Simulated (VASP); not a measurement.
Runs of VASP 6.6.1 on Bi2Te3. The structure is that of space group R-3m (No. 166), or close to it. The cells are those of the table. 

```csv
cell,gap on the mesh (eV),pressure (GPa),largest force (eV/Å)
"a = 10.458 Å, angles 23.5°, 5 atoms",0.28,2.9,0.24
"a = 10.470 Å, angles 23.9°, 5 atoms",0.24,0.5,0.02
"a = 10.546 Å, angles 24.2°, 5 atoms",0.24,(c),0.22
"a = 10.682 Å, angles 24.2°, 5 atoms",0.26,-3.2,(b)
"a = 10.489 Å, angles 24.6°, 5 atoms",0.20,(a),0.28
```

Alike in all rows: task electric field gradients; level PBEsol; potentials or basis VASP PAW PBE potentials, release 64 (Bi_d, Te); no spin polarisation; k mesh 7 × 7 × 7; cutoff (eV) 520; smearing fermi-dirac 0.08 eV.

Fill in the values left out.

(a) -2.4; (b) 0.43; (c) -1.5.

Caveats: the PAW data sets were made with another functional, which shifts forces and pressure a little; spin-orbit coupling is left out, which moves the levels of the heavy elements.

A k mesh can miss the band edges, and the runs leave out spin-orbit coupling on Bi, Te.
